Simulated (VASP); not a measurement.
# KBr in VASP: notebook

The runs below take KBr through single point, with PBE, r2SCAN.

Program: VASP 6.6.1. These are calculated values, not measurements. Logs are shortened: lines on timing, memory, paths and dates and some standing lists are left out, and cuts for length are marked.

### 1 The cell of the first run

It takes space group R-3m (No. 166, trigonal). Conventional cell: a = 4.670 Å, b = 4.670 Å, c = 11.497 Å, α = 90.00°, β = 90.00°, γ = 120.00°. Within 4.4 Å of K (site symmetry -3m) lie 6 Br at 3.31 Å. Br (site symmetry -3m) has 6 K at 3.31 Å within 4.4 Å.

### 2 Single point, PBE (strain along [111] +0.5%)

INCAR

```
PREC     = Accurate       # precision mode
ENCUT    = 520            # plane-wave cutoff, eV
EDIFF    = 1E-6           # SCF threshold, eV
ISMEAR   = -1             # smearing method
SIGMA    = 0.02           # smearing width, eV
LREAL    = F              # projectors in reciprocal space
LASPH    = T              # aspherical terms in the spheres
NELM     = 80             # most SCF steps
ALGO     = Normal         # electronic algorithm
ISIF     = 2              # what is computed and relaxed
LWAVE    = F              # write WAVECAR
LCHARG   = F              # write CHGCAR
GGA      = PE             # functional
NBANDS   = 15             # bands
```

KPOINTS

```
Automatic mesh
0
Gamma
  6 6 6
```

POSCAR

```
KBr
1.0
    0.0110074928      3.3132553269      3.3132553269
    3.3132553269      0.0110074928      3.3132553269
    3.3132553269      3.3132553269      0.0110074928
K Br
1 1
Direct
    0.0000000000      0.0000000000      0.0000000000
    0.5000000000      0.5000000000      0.5000000000
```

Potentials or basis: VASP PAW PBE potentials, release 64 (K_sv, Br).

On the command line:

```bash
$ cat potpaw_PBE.64/K_sv/POTCAR potpaw_PBE.64/Br/POTCAR > POTCAR
$ mpirun -np 1 vasp_std > vasp.out
```

OUTCAR:

```text
PREC = Accurate
   ENCUT = 520
   EDIFF = 1E-6
   ISMEAR = -1
   LREAL = F
   LASPH = T
   NELM = 80
   ISIF = 2
   GGA = PE

 ion  position               nearest neighbor table
   1  0.000  0.000  0.000-
   2  0.500  0.500  0.500-

  LATTYP: Found a trigonal (rhomboedric) cell.
 ALAT       =     4.6856635482
 COS(alpha) =     0.5033194815

  Lattice vectors:

 A1 = (   0.0110074928,   3.3132553269,   3.3132553269)
 A2 = (   3.3132553269,   0.0110074928,   3.3132553269)
 A3 = (   3.3132553269,   3.3132553269,   0.0110074928)

Analysis of symmetry for initial positions (statically):
=====================================================================
 Subroutine PRICEL returns:
 Original cell was already a primitive cell.

 Routine SETGRP: Setting up the symmetry group for a
 trigonal (rhombohedral) supercell.

 Subroutine GETGRP returns: Found 12 space group operations
 (whereof 12 operations were pure point group operations)
 out of a pool of 12 trial point group operations.

The static configuration has the point symmetry D_3d.

Analysis of symmetry for dynamics (positions and initial velocities):
=====================================================================
 Subroutine PRICEL returns:
 Original cell was already a primitive cell.

 Routine SETGRP: Setting up the symmetry group for a
 trigonal (rhombohedral) supercell.

 Subroutine GETGRP returns: Found 12 space group operations
 (whereof 12 operations were pure point group operations)
 out of a pool of 12 trial point group operations.

The dynamic configuration has the point symmetry D_3d.

 Subroutine INISYM returns: Found 12 space group operations
 (whereof 12 operations are pure point group operations),
 and found     1 'primitive' translations

----------------------------------------------------------------------------------------

                                     Primitive cell

  volume of cell :      72.3811

  direct lattice vectors                    reciprocal lattice vectors
     0.011007493  3.313255327  3.313255327    -0.151663113  0.151160918  0.151160918
     3.313255327  0.011007493  3.313255327     0.151160918 -0.151663113  0.151160918
     3.313255327  3.313255327  0.011007493     0.151160918  0.151160918 -0.151663113

  length of vectors
     4.685663548  4.685663548  4.685663548     0.262108653  0.262108653  0.262108653

  position of ions in fractional coordinates (direct lattice)
     0.000000000  0.000000000  0.000000000
     0.500000000  0.500000000  0.500000000

  ion indices of the primitive-cell ions
   primitive index   ion index
                 1           1
                 2           2

----------------------------------------------------------------------------------------

 KPOINTS: Automatic mesh

Automatic generation of k-mesh.
 Grid dimensions read from file:
 generate k-points for:    6    6    6

 Generating k-lattice:

  Cartesian coordinates                     Fractional coordinates (reciprocal lattice)
    -0.025277186  0.025193486  0.025193486     0.166666667  0.000000000  0.000000000
     0.025193486 -0.025277186  0.025193486     0.000000000  0.166666667  0.000000000
     0.025193486  0.025193486 -0.025277186     0.000000000  0.000000000  0.166666667

  Length of vectors
     0.043684775  0.043684775  0.043684775

  Shift w.r.t. Gamma in fractional coordinates (k-lattice)
     0.000000000  0.000000000  0.000000000

 Subroutine IBZKPT returns following result:
 ===========================================

 Found     32 irreducible k-points:

 Following reciprocal coordinates:
            Coordinates               Weight
  0.000000  0.000000  0.000000      1.000000
  0.166667  0.000000 -0.000000      6.000000
  0.333333  0.000000  0.000000      6.000000
  0.500000  0.000000  0.000000      3.000000
  0.166667  0.166667 -0.000000      6.000000
  0.333333  0.166667  0.000000     12.000000
[... 16 lines left out ...]
  0.500000  0.500000  0.166667      6.000000
 -0.333333  0.500000  0.166667     12.000000
 [... further k-points ...]
   k-points           NKPTS =     32   k-points in BZ     NKDIM =     32   number of bands    NBANDS=     15
   number of dos      NEDOS =    301   number of ions     NIONS =      2
   total plane-waves  NPLWV =  46656
   dimension x,y,z NGX =    36 NGY =   36 NGZ =   36
   dimension x,y,z NGXF=    72 NGYF=   72 NGZF=   72
   ions per type =               1   1
   NGX,Y,Z   is equivalent  to a cutoff of  12.77, 12.77, 12.77 a.u.
   NGXF,Y,Z  is equivalent  to a cutoff of  25.55, 25.55, 25.55 a.u.
 SYSTEM =  unknown system
   PREC   = accura    normal or accurate (medium, high low for compatibility)
   ISTART =      0    job   : 0-new  1-cont  2-samecut
   ICHARG =      2    charge: 1-file 2-atom 10-const
   ISPIN  =      1    spin polarized calculation?
   LNONCOLLINEAR =      F non collinear calculations
   LSORBIT =      F    spin-orbit coupling
   LASPH  =      T    aspherical Exc in radial PAW
   ENCUT  =  520.0 eV  38.22 Ry    6.18 a.u.   8.71  8.71  8.71*2*pi/ulx,y,z
   NELM   =     80;   NELMIN=  2; NELMDL= -5     # of ELM steps
   EDIFF  = 0.1E-05   stopping-criterion for ELM
   LREAL  =      F    real-space projection
   EDIFFG = 0.1E-04   stopping-criterion for IOM
   NSW    =      0    number of steps for IOM
   IBRION =     -1    ionic relax: 0-MD 1-quasi-New 2-CG
   NFREE  =      0    steps in history (QN), initial steepest desc. (CG)
   ISIF   =      2    stress and relaxation
   ISYM   =      2    0-nonsym 1-usesym 2-fastsym
   POTIM  = 0.5000    time-step for ionic-motion
   TEBEG  =    0.0;   TEEND  =   0.0 temperature during run
   PSTRESS=    0.0 pullay stress
   NELECT =      16.0000    total number of electrons
   NUPDOWN=      -1.0000    fix difference up-down
   EMIN   =  10.00;   EMAX   =-10.00  energy-range for DOS
   EFERMI =   0.00;   METHOD = LEGACY
   ISMEAR =    -1;   SIGMA  =   0.02  broadening in eV -4-tet -1-fermi 0-gaus
   EFERMI_NEDOS =   21; number of points for ismear=-14 and -15
   IALGO  =     38    algorithm
   IMIX   =      4    mixing-type and parameters
     AMIX     =   0.40;   BMIX     =  1.00
     AMIX_MAG =   1.60;   BMIX_MAG =  1.00
  volume/ion in A,a.u.               =      36.19       244.23
  Fermi-wavevector in a.u.,A,eV,Ry     =   0.989859  1.870561 13.331260  0.979820
  Thomas-Fermi vector in A             =   2.121487
   LORBIT       =      0    0 simple, 1 ext, 2 COOP (PROOUT), +10 PAW based schemes
   GGA     = PE    functional components
   LHFCALC =     F    Hartree Fock is set to
   AEXX    =    0.0000 exact exchange contribution
   IVDW    =     0    specifies the selected vdW correction
   LEPSILON=     F    determine dielectric tensor
   LRPA    =     F    only Hartree local field effects (RPA)
 non-spin polarized calculation
  energy-cutoff  :      520.00
  volume of cell :       72.38
 maximum number of plane-waves:      1965
   NGX = 17   NGY = 17   NGZ = 17

 number of electron      15.9999997 magnetization

 Free energy of the ion-electron system (eV)
  ---------------------------------------------------
  ext. energy  EPLUGINS =         0.00000000
  ---------------------------------------------------
  free energy    TOTEN  =        -6.21729011 eV

  energy without entropy =       -6.21729011  energy(sigma->0) =       -6.21729011

 E-fermi :  -1.2602     XC(G=0):  -7.3426

 val. band max:       -1.7646754387   @ k =   0.0000   0.0000   0.0000
 cond. band min:       2.6466739078   @ k =   0.0000   0.0000   0.0000
 fundamental gap:      4.4113493464
 Fermi energy:        -1.2602485886

 k-point     1 :       0.0000    0.0000    0.0000
  band No.  band energies     occupation
      1     -29.5646      2.00000
      2     -14.0520      2.00000
      3     -13.0415      2.00000
      4     -13.0415      2.00000
      5     -13.0410      2.00000
      6      -1.7757      2.00000
      7      -1.7647      2.00000
      8      -1.7647      2.00000
      9       2.6467      0.00000
     10       5.8083      0.00000
     11       5.8472      0.00000
     12       5.8472      0.00000
     13       6.6531      0.00000
     14       6.6531      0.00000
     15       9.8156      0.00000

 k-point     2 :       0.1667    0.0000   -0.0000
  band No.  band energies     occupation
      1     -29.5633      2.00000
      2     -14.1027      2.00000
      3     -13.0430      2.00000
      4     -13.0424      2.00000
      5     -12.9737      2.00000
      6      -2.1277      2.00000
      7      -1.8616      2.00000
      8      -1.8520      2.00000
      9       3.2993      0.00000
     10       5.6985      0.00000
     11       6.1359      0.00000
     12       6.1699      0.00000
     13       7.0052      0.00000
     14       7.0086      0.00000
     15      10.6978      0.00000

 k-point     3 :       0.3333    0.0000    0.0000
  band No.  band energies     occupation
      1     -29.5606      2.00000
      2     -14.1893      2.00000
      3     -13.0459      2.00000
      4     -13.0450      2.00000
      5     -12.8522      2.00000
      6      -2.6948      2.00000
      7      -2.0255      2.00000
      8      -2.0160      2.00000
      9       4.4096      0.00000
     10       5.9381      0.00000
     11       6.9997      0.00000
     12       7.0331      0.00000
     13       7.8917      0.00000
     14       7.9043      0.00000
     15       9.6942      0.00000
[... 343 lines left out ...]
 k-point    23 :       0.5000    0.5000    0.1667
  band No.  band energies     occupation
      1     -29.5581      2.00000
      2     -14.0393      2.00000
      3     -13.0993      2.00000
      4     -13.0689      2.00000
      5     -13.0001      2.00000
      6      -2.5657      2.00000
      7      -2.1951      2.00000
      8      -2.0569      2.00000
      9       4.5234      0.00000
     10       5.6446      0.00000
     11       7.1389      0.00000
     12       7.7778      0.00000
     13       7.9804      0.00000
     14       8.6661      0.00000
     15       9.1568      0.00000

 k-point    24 :      -0.3333    0.5000    0.1667
  band No.  band energies     occupation
      1     -29.5576      2.00000
      2     -14.0299      2.00000
      3     -13.1158      2.00000
      4     -13.0893      2.00000
      5     -12.9767      2.00000
      6      -2.4693      2.00000
      7      -2.2388      2.00000
      8      -2.2119      2.00000
      9       4.8271      0.00000
     10       6.1253      0.00000
     11       6.5093      0.00000
     12       7.4450      0.00000
     13       8.2090      0.00000
     14       9.0008      0.00000
     15       9.5150      0.00000

 [... further k-points ...]

------------------------ aborting loop because EDIFF is reached ----------------------------------------

  FORCE on cell =-STRESS in cart. coord.  units (eV):
  Direction    XX          YY          ZZ          XY          YZ          ZX
  --------------------------------------------------------------------------------------
  -------------------------------------------------------------------------------------
  Total        0.2884449      0.2884449      0.2884449     -0.0075325     -0.0075325     -0.0075325
  in kB        6.3848156      6.3848156      6.3848156     -0.1667337     -0.1667337     -0.1667337
  external PRESSURE =       6.3848156 kB  Pullay stress =       0.0000000 kB

 VOLUME and BASIS-vectors are now :
 -----------------------------------------------------------------------------
  energy-cutoff  :      520.00
  volume of cell :       72.38
      direct lattice vectors                 reciprocal lattice vectors
     0.011007493  3.313255327  3.313255327    -0.151663113  0.151160918  0.151160918
     3.313255327  0.011007493  3.313255327     0.151160918 -0.151663113  0.151160918
     3.313255327  3.313255327  0.011007493     0.151160918  0.151160918 -0.151663113

 POSITION                                       TOTAL-FORCE (eV/Angst)
 -----------------------------------------------------------------------------------
      0.00000      0.00000      0.00000         0.000000      0.000000     -0.000000
      3.31876      3.31876      3.31876        -0.000000     -0.000000      0.000000
 -----------------------------------------------------------------------------------
    total drift:                                0.000000      0.000000      0.000000

  FREE ENERGIE OF THE ION-ELECTRON SYSTEM (eV)
  ---------------------------------------------------
  free  energy   TOTEN  =        -6.2172901109 eV

  energy  without entropy=       -6.2172901109  energy(sigma->0) =       -6.21729011
```

Wall time 16 s (1 thread of Intel Xeon 6975P-C (Granite Rapids), shared host); peak memory 0.21 GiB.

Results:

- Free energy: -6.2173 eV
- Pressure: 0.6 GPa
- Band gap on the k mesh: 4.41 eV

Levels at points of the mesh, in eV from the valence-band top:
```csv
k point,band 6,band 7,band 8,band 9,band 10,band 11
"(0.00, 0.00, 0.00)",-0.01,0.00,0.00,4.41,7.57,7.61
"(0.50, 0.00, 0.00)",-1.17,-0.34,-0.33,6.57,8.21,9.73
"(0.50, 0.50, 0.00)",-0.81,-0.29,-0.28,5.87,7.17,9.35
"(0.50, 0.50, 0.50)",-1.17,-0.32,-0.32,6.57,8.19,9.73
```

Caveat: the cell differs from its parent crystal (strain along [111] +0.5%).

### 3 Single point, PBE (shear xy strain +3.0%)

INCAR: that of step 2 with these lines changed.

```diff
@@ -2,3 +2,3 @@
 ENCUT    = 520            # plane-wave cutoff, eV
-EDIFF    = 1E-6           # SCF threshold, eV
+EDIFF    = 1E-7           # SCF threshold, eV
 ISMEAR   = -1             # smearing method
@@ -7,3 +7,3 @@
 LASPH    = T              # aspherical terms in the spheres
-NELM     = 80             # most SCF steps
+NELM     = 60             # most SCF steps
 ALGO     = Normal         # electronic algorithm
```

KPOINTS is that of step 2.

POSCAR

```
KBr
1.0
    0.0495337175      3.3022478341      3.3022478341
    3.3022478341      0.0495337175      3.3022478341
    3.3517815516      3.3517815516      0.0000000000
K Br
1 1
Direct
    0.0000000000      0.0000000000      0.0000000000
    0.5000000000      0.5000000000      0.5000000000
```

Potentials or basis: VASP PAW PBE potentials, release 64 (K_sv, Br).

On the command line:

```bash
$ cat potpaw_PBE.64/K_sv/POTCAR potpaw_PBE.64/Br/POTCAR > POTCAR
$ mpirun -np 1 vasp_std > vasp.out
```

OUTCAR:

```text
PREC = Accurate
   ENCUT = 520
   EDIFF = 1E-7
   ISMEAR = -1
   LREAL = F
   LASPH = T
   NELM = 60
   ISIF = 2
   GGA = PE

 ion  position               nearest neighbor table
   1  0.000  0.000  0.000-   2 3.30   2 3.30
   2  0.500  0.500  0.500-   1 3.30   1 3.30

  LATTYP: Found a body centered orthorhombic cell.
 ALAT       =     4.6000324182
 B/A-ratio  =     1.0304568528
 C/A-ratio  =     1.4357498095

  Lattice vectors:

 A1 = (   3.3022478341,   0.0495337175,  -3.3022478341)
 A2 = (  -3.3022478341,  -0.0495337175,  -3.3022478341)
 A3 = (   0.0495337175,   3.3022478341,   3.3022478341)

Analysis of symmetry for initial positions (statically):
=====================================================================
 Subroutine PRICEL returns:
 Original cell was already a primitive cell.

 Routine SETGRP: Setting up the symmetry group for a
 body centered orthorhombic supercell.

 Subroutine GETGRP returns: Found  8 space group operations
 (whereof  8 operations were pure point group operations)
[... 174 lines left out ...]
      3     -13.0131      2.00000
      4     -13.0116      2.00000
      5     -13.0101      2.00000
      6      -1.7783      2.00000
      7      -1.7476      2.00000
      8      -1.7122      2.00000
      9       2.6797      0.00000
     10       5.7398      0.00000
     11       5.8581      0.00000
     12       5.9758      0.00000
     13       6.6789      0.00000
     14       6.6839      0.00000
[... 401 lines left out ...]
      2     -14.0250      2.00000
      3     -13.0699      2.00000
      4     -13.0401      2.00000
      5     -12.9687      2.00000
      6      -2.5565      2.00000
      7      -2.2002      2.00000
      8      -1.9958      2.00000
      9       4.5347      0.00000
     10       5.6664      0.00000
     11       7.1867      0.00000
     12       7.8171      0.00000
     13       8.0139      0.00000
     14       8.7197      0.00000
     15       9.1683      0.00000

 [... further k-points ...]

------------------------ aborting loop because EDIFF is reached ----------------------------------------

  FORCE on cell =-STRESS in cart. coord.  units (eV):
  Direction    XX          YY          ZZ          XY          YZ          ZX
  --------------------------------------------------------------------------------------
  -------------------------------------------------------------------------------------
  Total        0.3246314      0.3246314      0.3219857     -0.0670181      0.0000000      0.0000000
  in kB        7.2233701      7.2233701      7.1645011     -1.4912197      0.0000000      0.0000000
  external PRESSURE =       7.2037471 kB  Pullay stress =       0.0000000 kB

 VOLUME and BASIS-vectors are now :
 -----------------------------------------------------------------------------
  energy-cutoff  :      520.00
  volume of cell :       72.00
      direct lattice vectors                 reciprocal lattice vectors
     0.049533717  3.302247834  3.302247834    -0.153717782  0.153717782  0.151412015
     3.302247834  0.049533717  3.302247834     0.153717782 -0.153717782  0.151412015
     3.351781552  3.351781552  0.000000000     0.149174399  0.149174399 -0.151412015

 POSITION                                       TOTAL-FORCE (eV/Angst)
 -----------------------------------------------------------------------------------
      0.00000      0.00000      0.00000        -0.000000     -0.000000     -0.000000
      3.35178      3.35178      3.30225         0.000000      0.000000      0.000000
 -----------------------------------------------------------------------------------
    total drift:                                0.000000      0.000000      0.000000

  FREE ENERGIE OF THE ION-ELECTRON SYSTEM (eV)
  ---------------------------------------------------
  free  energy   TOTEN  =        -6.2146953595 eV

  energy  without entropy=       -6.2146953595  energy(sigma->0) =       -6.21469536
```

OSZICAR:

```text
N       E                     dE             d eps       ncg     rms          rms(c)
DAV:   1     0.100787017096E+03    0.10079E+03   -0.68496E+03  1380   0.935E+02
DAV:   2    -0.226033544650E-01   -0.10081E+03   -0.92384E+02  1766   0.229E+02
DAV:   3    -0.612014418214E+01   -0.60975E+01   -0.60659E+01  1933   0.500E+01
DAV:   4    -0.638625536242E+01   -0.26611E+00   -0.26606E+00  2054   0.855E+00
DAV:   5    -0.638810034719E+01   -0.18450E-02   -0.18450E-02  1954   0.836E-01    0.310E+00
DAV:   6    -0.621590598392E+01    0.17219E+00   -0.21796E-01  1737   0.224E+00    0.226E+00
DAV:   7    -0.620459059356E+01    0.11315E-01   -0.10765E-01  1905   0.176E+00    0.102E+00
DAV:   8    -0.621357261200E+01   -0.89820E-02   -0.12202E-02  1541   0.794E-01    0.111E-01
DAV:   9    -0.621440068853E+01   -0.82808E-03   -0.84775E-04  1884   0.178E-01    0.787E-02
DAV:  10    -0.621467612757E+01   -0.27544E-03   -0.27545E-04  1485   0.953E-02    0.117E-02
DAV:  11    -0.621469340162E+01   -0.17274E-04   -0.26468E-05  1840   0.292E-02    0.581E-03
DAV:  12    -0.621469526031E+01   -0.18587E-05   -0.42652E-06  1478   0.136E-02    0.162E-03
DAV:  13    -0.621469535953E+01   -0.99213E-07   -0.11324E-07  1808   0.181E-03
   1 F= -.62146954E+01 E0= -.62146954E+01  d E =-.137400E-12
```

stdout:

```text
POSCAR found type information on POSCAR K Br
 POSCAR found :  2 types and       2 ions
 scaLAPACK will be used
 LDA part: xc-table for (Slater+PW92), standard interpolation
 POSCAR, INCAR and KPOINTS ok, starting setup
 FFT: planning ... GRIDC
 FFT: planning ... GRID_SOFT
 FFT: planning ... GRID
 WAVECAR not read
 entering main loop
```

Wall time 23 s (1 thread of Intel Xeon 6975P-C (Granite Rapids), shared host); peak memory 0.23 GiB.

Results:

| Quantity | Value |
| --- | --- |
| Free energy | -6.2147 eV |
| Pressure | 0.7 GPa |
| Band gap on the k mesh | 4.39 eV |

Caveat: the cell differs from its parent crystal (shear xy strain +3.0%).

[end of part 1 of 2]
